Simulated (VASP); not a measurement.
## Re: single point with PBE

Re:

```xyz
2
Lattice="2.7393 0.0000 0.0000 -1.3697 2.3723 0.0000 0.0000 0.0000 4.4183" Properties=species:S:1:pos:R:3 pbc="T T T"
Re    0.0000    1.5816    1.1046
Re    1.3697    0.7908    3.3137
```

* Program: VASP 6.6.1
* Task: single point
* Functional: PBE
* Potentials or basis: VASP PAW PBE potentials, release 64 (Re)
* Cutoff: 520 eV
* k mesh: 21 × 21 × 12
* Occupations: fermi-dirac, width 0.1 eV
* Spin: no spin polarisation

- Pressure: 16.1 GPa
- Band gap on the k mesh: zero (bands 7 and 8 overlap by 3.40 eV)

Stress tensor (GPa, compression positive):
```
15.99  0.00  0.00
 0.00 15.99  0.00
 0.00  0.00 16.17
```

Levels at points of the mesh, in eV from the Fermi level:
```tsv
k point	band 4	band 5	band 6	band 7	band 8	band 9	band 10	band 11
(0.00, 0.00, 0.00)	-1.65	-1.63	-0.78	-0.78	0.18	0.18	0.68	3.48
(0.00, 0.00, 0.50)	-2.45	-1.79	-1.79	-1.79	-1.79	2.64	2.64	2.64
```

Wall time 110 s on 1 thread of Intel Xeon 8259CL, with other jobs on the host, peak memory 0.23 GiB.

Caveat: the cell stands under pressure; spin-orbit coupling is left out, which moves the levels of the heavy elements.
